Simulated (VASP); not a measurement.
# Ba (Im-3m) in VASP: further runs

The runs below take Ba through relaxation of cell and atoms, single point, with PBEsol.

Program: VASP 6.6.1. These are calculated values, not measurements. Logs are shortened: lines on timing, memory, paths and dates and some standing lists are left out, and cuts for length are marked.

## Step 1: The cell of the first run

The structure is cubic, space group Im-3m (No. 229). The conventional cell has a = 5.007 Å, b = 5.007 Å, c = 5.007 Å, α = 90.00°, β = 90.00°, γ = 90.00°. Within 5.7 Å of Ba (site symmetry m-3m) lie 14 Ba at 4.34 to 5.01 Å.

## Step 2: Relaxation of cell and atoms, PBEsol

The input, INCAR:

```
ALGO     = Fast           # electronic algorithm
EDIFF    = 1E-7           # SCF threshold, eV
EDIFFG   = -0.01          # ionic threshold
ENCUT    = 600            # plane-wave cutoff, eV
GGA      = PS             # functional
IBRION   = 2              # ionic algorithm
ISIF     = 3              # what is computed and relaxed
ISMEAR   = 0              # smearing method
LASPH    = T              # aspherical terms in the spheres
LCHARG   = F              # write CHGCAR
LREAL    = F              # projectors in reciprocal space
LWAVE    = F              # write WAVECAR
NELM     = 60             # most SCF steps
NSW      = 80             # ionic steps
PREC     = Accurate       # precision mode
SIGMA    = 0.1            # smearing width, eV
```

The input, KPOINTS:

```
k-points
0
Gamma
  12 12 12
```

The input, POSCAR:

```
Ba
1.0
   -2.5032768290      2.5032768290      2.5032768290
    2.5032768290     -2.5032768290      2.5032768290
    2.5032768290      2.5032768290     -2.5032768290
Ba
1
Direct
    0.0000000000      0.0000000000      0.0000000000
```

Potentials or basis: VASP PAW PBE potentials, release 64 (Ba_sv).

On the command line:

```bash
cat potpaw_PBE.64/Ba_sv/POTCAR > POTCAR
mpirun -np 1 vasp_std > vasp.out
```

OUTCAR:

```text
EDIFF = 1E-7
   EDIFFG = -0.01
   ENCUT = 600
   GGA = PS
   IBRION = 2
   ISIF = 3
   ISMEAR = 0
   LASPH = T
   LREAL = F
   NELM = 60
   NSW = 80
   PREC = Accurate

 ion  position               nearest neighbor table
   1  0.000  0.000  0.000-

  LATTYP: Found a body centered cubic cell.
 ALAT       =     5.0065536580

  Lattice vectors:

 A1 = (  -2.5032768290,   2.5032768290,   2.5032768290)
 A2 = (   2.5032768290,  -2.5032768290,   2.5032768290)
 A3 = (   2.5032768290,   2.5032768290,  -2.5032768290)

Analysis of symmetry for initial positions (statically):
=====================================================================
 Subroutine PRICEL returns:
 Original cell was already a primitive cell.

 Routine SETGRP: Setting up the symmetry group for a
 body centered cubic supercell.

 Subroutine GETGRP returns: Found 48 space group operations
 (whereof 48 operations were pure point group operations)
 out of a pool of 48 trial point group operations.

The static configuration has the point symmetry O_h .

Analysis of symmetry for dynamics (positions and initial velocities):
=====================================================================
 Subroutine PRICEL returns:
 Original cell was already a primitive cell.

 Routine SETGRP: Setting up the symmetry group for a
 body centered cubic supercell.

 Subroutine GETGRP returns: Found 48 space group operations
 (whereof 48 operations were pure point group operations)
 out of a pool of 48 trial point group operations.

The dynamic configuration has the point symmetry O_h .

 Subroutine INISYM returns: Found 48 space group operations
 (whereof 48 operations are pure point group operations),
 and found     1 'primitive' translations

----------------------------------------------------------------------------------------

                                     Primitive cell

  volume of cell :      62.7461

  direct lattice vectors                    reciprocal lattice vectors
    -2.503276829  2.503276829  2.503276829     0.000000000  0.199738197  0.199738197
     2.503276829 -2.503276829  2.503276829     0.199738197  0.000000000  0.199738197
     2.503276829  2.503276829 -2.503276829     0.199738197  0.199738197  0.000000000

  length of vectors
     4.335802653  4.335802653  4.335802653     0.282472467  0.282472467  0.282472467

  position of ions in fractional coordinates (direct lattice)
     0.000000000  0.000000000  0.000000000

  ion indices of the primitive-cell ions
   primitive index   ion index
                 1           1

----------------------------------------------------------------------------------------

 KPOINTS: k-points

Automatic generation of k-mesh.
 Grid dimensions read from file:
 generate k-points for:   12   12   12

 Generating k-lattice:

  Cartesian coordinates                     Fractional coordinates (reciprocal lattice)
     0.000000000  0.016644850  0.016644850     0.083333333  0.000000000  0.000000000
     0.016644850  0.000000000  0.016644850     0.000000000  0.083333333  0.000000000
     0.016644850  0.016644850  0.000000000     0.000000000  0.000000000  0.083333333

  Length of vectors
     0.023539372  0.023539372  0.023539372

  Shift w.r.t. Gamma in fractional coordinates (k-lattice)
     0.000000000  0.000000000  0.000000000

 Subroutine IBZKPT returns following result:
 ===========================================

 Found     72 irreducible k-points:

 Following reciprocal coordinates:
            Coordinates               Weight
  0.000000  0.000000  0.000000      1.000000
  0.083333  0.000000  0.000000     12.000000
  0.166667  0.000000  0.000000     12.000000
  0.250000  0.000000  0.000000     12.000000
  0.333333  0.000000  0.000000     12.000000
  0.416667  0.000000  0.000000     12.000000
[... 16 lines left out ...]
  0.333333  0.083333  0.083333     24.000000
  0.416667  0.083333  0.083333     12.000000
 [... further k-points ...]
   k-points           NKPTS =     72   k-points in BZ     NKDIM =     72   number of bands    NBANDS=      9
   number of dos      NEDOS =    301   number of ions     NIONS =      1
   total plane-waves  NPLWV =  46656
   dimension x,y,z NGX =    36 NGY =   36 NGZ =   36
   dimension x,y,z NGXF=    72 NGYF=   72 NGZF=   72
   ions per type =               1
   NGX,Y,Z   is equivalent  to a cutoff of  13.80, 13.80, 13.80 a.u.
   NGXF,Y,Z  is equivalent  to a cutoff of  27.61, 27.61, 27.61 a.u.
 SYSTEM =  unknown system
   PREC   = accura    normal or accurate (medium, high low for compatibility)
   ISTART =      0    job   : 0-new  1-cont  2-samecut
   ICHARG =      2    charge: 1-file 2-atom 10-const
   ISPIN  =      1    spin polarized calculation?
   LNONCOLLINEAR =      F non collinear calculations
   LSORBIT =      F    spin-orbit coupling
   LASPH  =      T    aspherical Exc in radial PAW
   ENCUT  =  600.0 eV  44.10 Ry    6.64 a.u.   8.66  8.66  8.66*2*pi/ulx,y,z
   NELM   =     60;   NELMIN=  2; NELMDL= -5     # of ELM steps
   EDIFF  = 0.1E-06   stopping-criterion for ELM
   LREAL  =      F    real-space projection
   EDIFFG = -.1E-01   stopping-criterion for IOM
   NSW    =     80    number of steps for IOM
   IBRION =      2    ionic relax: 0-MD 1-quasi-New 2-CG
   NFREE  =      1    steps in history (QN), initial steepest desc. (CG)
   ISIF   =      3    stress and relaxation
   ISYM   =      2    0-nonsym 1-usesym 2-fastsym
   POTIM  = 0.5000    time-step for ionic-motion
   TEBEG  =    0.0;   TEEND  =   0.0 temperature during run
   PSTRESS=    0.0 pullay stress
   NELECT =      10.0000    total number of electrons
   NUPDOWN=      -1.0000    fix difference up-down
   EMIN   =  10.00;   EMAX   =-10.00  energy-range for DOS
   EFERMI =   0.00;   METHOD = LEGACY
   ISMEAR =     0;   SIGMA  =   0.10  broadening in eV -4-tet -1-fermi 0-gaus
   EFERMI_NEDOS =   21; number of points for ismear=-14 and -15
   IALGO  =     68    algorithm
   IMIX   =      4    mixing-type and parameters
     AMIX     =   0.40;   BMIX     =  1.00
     AMIX_MAG =   1.60;   BMIX_MAG =  1.00
  volume/ion in A,a.u.               =      62.75       423.43
  Fermi-wavevector in a.u.,A,eV,Ry     =   0.887590  1.677303 10.718898  0.787817
  Thomas-Fermi vector in A             =   2.008909
   LORBIT       =      0    0 simple, 1 ext, 2 COOP (PROOUT), +10 PAW based schemes
   GGA     = PS    functional components
   LHFCALC =     F    Hartree Fock is set to
   AEXX    =    0.0000 exact exchange contribution
   IVDW    =     0    specifies the selected vdW correction
   LEPSILON=     F    determine dielectric tensor
   LRPA    =     F    only Hartree local field effects (RPA)
 conjugate gradient relaxation of ions
 non-spin polarized calculation
 RMM-DIIS sequential band-by-band and
 Gauss-broadening in eV      SIGMA  =   0.10
  energy-cutoff  :      600.00
  volume of cell :       62.75
 maximum number of plane-waves:      2112
   NGX = 17   NGY = 17   NGZ = 17

--------------------------------------- Ionic step        1  -------------------------------------------

 number of electron      10.0000001 magnetization

 Free energy of the ion-electron system (eV)
  ---------------------------------------------------
  ext. energy  EPLUGINS =         0.00000000
  ---------------------------------------------------
  free energy    TOTEN  =        -2.14386159 eV

  energy without entropy =       -2.13748467  energy(sigma->0) =       -2.14067313

------------------------ aborting loop because EDIFF is reached ----------------------------------------

  FORCE on cell =-STRESS in cart. coord.  units (eV):
  Direction    XX          YY          ZZ          XY          YZ          ZX
  --------------------------------------------------------------------------------------
  -------------------------------------------------------------------------------------
  Total       -0.2267914     -0.2267914     -0.2267914      0.0000000      0.0000000      0.0000000
  in kB       -5.7909587     -5.7909587     -5.7909587      0.0000000      0.0000000      0.0000000
  external PRESSURE =      -5.7909587 kB  Pullay stress =       0.0000000 kB
[... 55 lines left out ...]
  energy  without entropy=       -2.1431118076  energy(sigma->0) =       -2.14636510

--------------------------------------- Ionic step        3  -------------------------------------------

 number of electron       9.9999999 magnetization

 Free energy of the ion-electron system (eV)
  ---------------------------------------------------
  ext. energy  EPLUGINS =         0.00000000
  ---------------------------------------------------
  free energy    TOTEN  =        -2.15189495 eV

  energy without entropy =       -2.14544218  energy(sigma->0) =       -2.14866856

 E-fermi :   1.7833     XC(G=0):  -7.7528

 val. band max:        1.7603621900   @ k =  -0.3333   0.3333   0.3333
 cond. band min:       1.8051636478   @ k =  -0.4167  -0.4167   0.1667
 fundamental gap:      0.0448014578
 Fermi energy:         1.7832766582

 k-point     1 :       0.0000    0.0000    0.0000
  band No.  band energies     occupation
      1     -26.9493      2.00000
      2     -11.8318      2.00000
      3     -11.8318      2.00000
      4     -11.8318      2.00000
      5      -1.0163      2.00000
      6       3.6795      0.00000
      7       3.6795      0.00000
      8       3.6795      0.00000
      9       5.2194      0.00000
[... 265 lines left out ...]
 k-point    24 :       0.4167    0.0833    0.0833
  band No.  band energies     occupation
      1     -26.8877      2.00000
      2     -12.3832      2.00000
      3     -12.0476      2.00000
      4     -11.8764      2.00000
      5       1.1296      2.00000
      6       2.3685      0.00000
      7       3.0843      0.00000
      8       5.3432      0.00000
      9       5.8620      0.00000

 [... further k-points ...]
[... 5 lines left out ...]
  --------------------------------------------------------------------------------------
  -------------------------------------------------------------------------------------
  Total       -0.0004495     -0.0004495     -0.0004495      0.0000000     -0.0000000     -0.0000000
  in kB       -0.0123155     -0.0123155     -0.0123155      0.0000000     -0.0000000     -0.0000000
  external PRESSURE =      -0.0123155 kB  Pullay stress =       0.0000000 kB
[... 16 lines left out ...]
  FREE ENERGIE OF THE ION-ELECTRON SYSTEM (eV)
  ---------------------------------------------------
  free  energy   TOTEN  =        -2.1518949457 eV

  energy  without entropy=       -2.1454421832  energy(sigma->0) =       -2.14866856

 reached required accuracy - stopping structural energy minimisation
```

It took 99 s on 1 thread of Intel Xeon Platinum 8488C (Sapphire Rapids), shared host; peak memory 0.24 GiB.

Results:

| Quantity | Value |
| --- | --- |
| Free energy | -2.1519 eV |
| Relaxed volume | 58.47 Å³/atom |
| Relaxed cell | a = 4.235 Å, b = 4.235 Å, c = 4.235 Å, α = 109.47°, β = 109.47°, γ = 109.47° |
| Space group after relaxing (to 0.05 Å) | Im-3m (No. 229) |
| Energy gained by relaxing | 8.0 meV/atom |
| Ionic steps | 3 |
| Pressure after relaxing | 0.0 GPa |
| Band gap on the k mesh | zero (band 5 reaches 2.37 eV, above the bottom of band 6 at 1.14 eV) |

The path:
```csv
step,energy change (eV),largest force (eV/Å),pressure (GPa),volume (Å³)
1,0.0000,0.0000,-0.58,62.75
2,-0.0058,0.0000,-0.32,60.71
3,-0.0080,0.0000,0.00,58.47
```

Final structure:
```
Ba
1.0
    -2.44512    2.44512    2.44512
     2.44512   -2.44512    2.44512
     2.44512    2.44512   -2.44512
Ba
1
Direct
  0.00000 0.00000 0.00000
```

Levels at points of the mesh, in eV from the Fermi level:
```
           k point  band 1  band 2  band 3  band 4  band 5  band 6  band 7  band 8  band 9
(0.00, 0.00, 0.00)  -28.73  -13.62  -13.62  -13.62   -2.80    1.90    1.90    1.90    3.44
(0.50, 0.00, 0.00)  -28.67  -14.21  -13.80  -13.62   -0.95    0.66    1.50    3.42    4.05
(0.50, 0.50, 0.50)  -28.63  -14.02  -14.02  -14.02   -0.65   -0.65    4.72    4.72    4.72
```

Caveat: the PAW data sets were made with another functional, which shifts forces and pressure a little; spin-orbit coupling is left out, which moves the levels of the heavy elements.

(Part 1 of 2 ends here.)
